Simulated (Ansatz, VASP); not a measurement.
# One calculation of Tl, two programs

Contents of INCAR:

```
SYSTEM = Tl
PREC = Accurate
ENCUT = 600
EDIFF = 1E-7
ISMEAR = -1
SIGMA = 0.1
LREAL = .False.
LASPH = .True.
NELM = 100
ALGO = Normal
ISIF = 3
LWAVE = .False.
LCHARG = .False.
GGA = B5
ALDAX = 1.0
AGGAX = 1.0
AGGAC = 1.0
ALDAC = 0.0
IBRION = 2
NSW = 80
EDIFFG = -0.01
```

File KPOINTS:

```
regular mesh
0
Gamma
  7 7 10
  0 0 0
```

File POSCAR:

```
Tl
1.0
    5.4111348334      0.0000000000      0.0000000000
   -2.7055674167      4.6861802290      0.0000000000
    0.0000000000      0.0000000000      3.3170256529
Tl
3
Direct
    0.0000000000      0.0000000000      0.0000000000
    0.3333333333      0.6666666667      0.5000000000
    0.6666666667      0.3333333333      0.5000000000
```

Input for Ansatz:

```yaml
crystal:
  lattice:
    - [5.4111348334, 0.0, 0.0]
    - [-2.7055674167, 4.686180229, 0.0]
    - [0.0, 0.0, 3.3170256529]
  atoms:
    - { symbol: Tl, position: [0.0, 0.0, 0.0] }
    - { symbol: Tl, position: [0.3333333333, 0.6666666667, 0.5] }
    - { symbol: Tl, position: [0.6666666667, 0.3333333333, 0.5] }
hamiltonian:
  xc: blyp
  pseudopotentials:
    kind: paw
    azcp:
      Tl: "pseudopotentials/Tl.paw.azcp"
basis:
  ecutwfc: 420
  fft_grid_basis: typed
kpoints:
  mp_grid: { grid: [7, 7, 10], shift: [0, 0, 0] }
magnetization:
  spin_polarized: false
scf:
  occupations: { method: fermi_dirac, width: 0.1 }
relax:
  max_steps: 60
  f_tol: 0.01
  cell: {}
```

Alike in both runs: task relaxation of cell and atoms; functional BLYP; k mesh 7 × 7 × 10; occupations fermi-dirac, width 0.1 eV; no spin polarisation.

```csv
,VASP,Ansatz
version,VASP 6.6.1,Ansatz 0.2.0
potentials or method,"VASP PAW PBE potentials, release 64 (Tl_d), cutoff 600 eV","plane waves (420 eV) with PAW, scalar-relativistic"
valence electrons in the cell,39,39
```

|  | VASP | Ansatz | Ansatz less VASP |
| --- | --- | --- | --- |
| relaxed volume (Å³/atom) | 35.95 | 35.92 | -0.037 |
| relaxed length of the cell vector where the two differ most in proportion (Å) | 3.576 | 3.592 | +0.0166 |

VASP's potentials were made for PBE, not for BLYP.

Spin-orbit coupling is off throughout. Noted on VASP's run: the volume moved by over 15 % at a fixed basis, so the end points are rough.
